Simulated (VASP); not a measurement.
Here is a VASP 6.6.1 calculation.

Contents of INCAR:

```
SYSTEM = Si5Ni
PREC     = Accurate       ! precision mode
ENCUT    = 520            ! plane-wave cutoff, eV
EDIFF    = 1E-6           ! SCF threshold, eV
ISMEAR   = -1             ! smearing method
SIGMA    = 0.212          ! smearing width, eV
LREAL    = Auto         
LASPH    = .True.         ! aspherical terms in the spheres
NELM     = 80             ! most SCF steps
ALGO     = Normal         ! electronic algorithm
ISIF     = 2              ! what is computed and relaxed
LWAVE    = .False.        ! write WAVECAR
LCHARG   = .False.        ! write CHGCAR
GGA      = PE             ! functional
ISYM     = 0            
NBANDS   = 78             ! bands
```

KPOINTS

```
Automatic mesh
0
Gamma
  1 1 1
  0.25 0.25 0.25
```

Contents of POSCAR:

```
Si5Ni
1.0
    7.1614510000     -0.0505580000     -0.0272950000
   -0.0505580000      7.1365650000     -0.2213880000
   -0.0272950000     -0.2213880000      7.0643700000
Si Ni
20 4
Direct
    0.9019510572      0.5684614273      0.7274969024
    0.3933761752      0.4863597730      0.1605724814
    0.5737781206      0.9995391311      0.6553286766
    0.3769469439      0.8641196833      0.3406083621
    0.6671586033      0.5832591445      0.0121352179
    0.3780862439      0.2153528842      0.7820955596
    0.7903321813     -0.0289031166      0.2525178202
    0.2613248228      0.8601196997      0.6721370824
    0.6918264863      0.8733224316      0.9526303847
    0.6866756938      0.2764996101      0.4065237960
    1.0157267610      0.2349403125      0.6922628950
    1.0206196741      0.3740922059      0.1824301869
    0.2610858711      0.4891208599      0.7355449711
    0.7006144260      0.2951892350      0.7423595629
    0.3452292244      0.8549691283      0.0037972158
    0.2061785021      0.1705120234      0.3610365762
    0.0077934126     -0.0353110144      0.5176551181
    0.4465838527      0.5759006003      0.5018866493
    0.7740890322      0.6764817917      0.3926765884
    0.0424755483      0.6156151936      0.0122471199
    0.0736470041      0.6522151654      0.4893466517
    0.5128541254      0.1142617199      0.1838008948
    0.0812544083      0.8705953346      0.2053821075
    0.1975373674      0.1652382083      0.0599766913
```

Potentials or basis: VASP PAW PBE potentials, release 64 (Si, Ni).

The run is started by

```bash
$ cat potpaw_PBE.64/Si/POTCAR potpaw_PBE.64/Ni/POTCAR > POTCAR
$ mpirun -np 1 vasp_std > vasp.out
```

(1) Predict the pressure.

(2) What does it give for the largest force?

Answers

(1) 9.6 GPa.

(2) 3.084 eV/Å.

Caveat: the k points lie up to 0.89 Å⁻¹ apart.
